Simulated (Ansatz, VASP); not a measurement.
# Two plane-wave programs on BN

File POSCAR:

```
BN
1.0
    0.0000000000      1.7326324464      1.8351386583
    1.7326324464      0.0000000000      1.8351386583
    1.7326324464      1.7326324464      0.0000000000
B N
1 1
Direct
    0.0000000000      0.0000000000      0.0000000000
    0.2500000000      0.2500000000      0.2500000000
```

INCAR.step1

```
PREC     = Accurate       # precision mode
ENCUT    = 520            # plane-wave cutoff, eV
ISMEAR   = 0              # smearing method
SIGMA    = 0.01           # smearing width, eV
LREAL    = False          # projectors in reciprocal space
LASPH    = True           # aspherical terms in the spheres
NELM     = 100            # most SCF steps
NBANDS   = 11             # bands
GGA      = PE             # functional
ALGO     = Normal         # electronic algorithm
EDIFF    = 1E-4           # SCF threshold, eV
LWAVE    = True           # write WAVECAR
LCHARG   = False          # write CHGCAR
```

Contents of INCAR.step2:

```
PREC     = Accurate       # precision mode
ENCUT    = 520            # plane-wave cutoff, eV
EDIFF    = 1E-6           # SCF threshold, eV
ISMEAR   = 0              # smearing method
SIGMA    = 0.01           # smearing width, eV
LREAL    = False          # projectors in reciprocal space
LASPH    = True           # aspherical terms in the spheres
NELM     = 100            # most SCF steps
ALGO     = Normal         # electronic algorithm
ISIF     = 2              # what is computed and relaxed
LWAVE    = False          # write WAVECAR
LCHARG   = False          # write CHGCAR
METAGGA  = R2SCAN         # meta-GGA
LMIXTAU  = True         
NBANDS   = 11             # bands
ISTART   = 1
```

KPOINTS

```
regular mesh
0
Gamma
  12 12 12
```

Input for Ansatz:

```yaml
crystal:
  lattice:
    - [0.0, 1.7326324464, 1.8351386583]
    - [1.7326324464, 0.0, 1.8351386583]
    - [1.7326324464, 1.7326324464, 0.0]
  atoms:
    - { symbol: B, position: [0.0, 0.0, 0.0] }
    - { symbol: "N", position: [0.25, 0.25, 0.25] }
kpoints:
  mp_grid: { grid: [12, 12, 12] }
  band_path:
    path:
      - [0.0, 0.0, 0.0]
      - [-0.5, -0.5, 0.0]
      - [-0.375, -0.375, 0.25]
      - [-0.375, 0.0, 0.375]
      - [0.0, 0.0, 0.5]
      - [-0.5, -0.25, 0.25]
      - [0.0, 0.5, 0.5]
    npoints: 1
hamiltonian:
  xc: r2scan
scf:
  occupations: { method: fixed }
  n_extra_bands: 4
output:
  forces: true
  stress: true
  eigenvalues: true
  write_density: true
  write_potential: true
  elf: true
  volumetric_format: npy
```

Change from the starting cell: epitaxial_xy strain -4.0%.

Alike in both runs: task single point; functional r2SCAN; k mesh 12 × 12 × 12; no spin polarisation.

|  | VASP | Ansatz |
| --- | --- | --- |
| version | VASP 6.6.1 | Ansatz 0.2.0 |
| potentials or method | VASP PAW PBE potentials, release 64 (B, N) | plane waves, PAW |
| plane-wave cutoff (eV) | 520 | 500 |
| occupations | gaussian, width 0.01 eV | fixed |
| valence electrons in the cell | 8 | 8 |

|  | VASP | Ansatz | Ansatz less VASP |
| --- | --- | --- | --- |
| gap on the k mesh at the Fermi level (eV) | 4.49 | 4.52 | +0.027 |
| pressure (GPa) | 30.0 | 28.7 | -1.37 |
| traceless stress, the component that is largest in VASP (GPa) | -28.62 | -28.69 | -0.071 |

VASP's potentials were made for PBE, not for r2SCAN. Both programs put the cell under a high pressure, so it lies far from rest at this level.
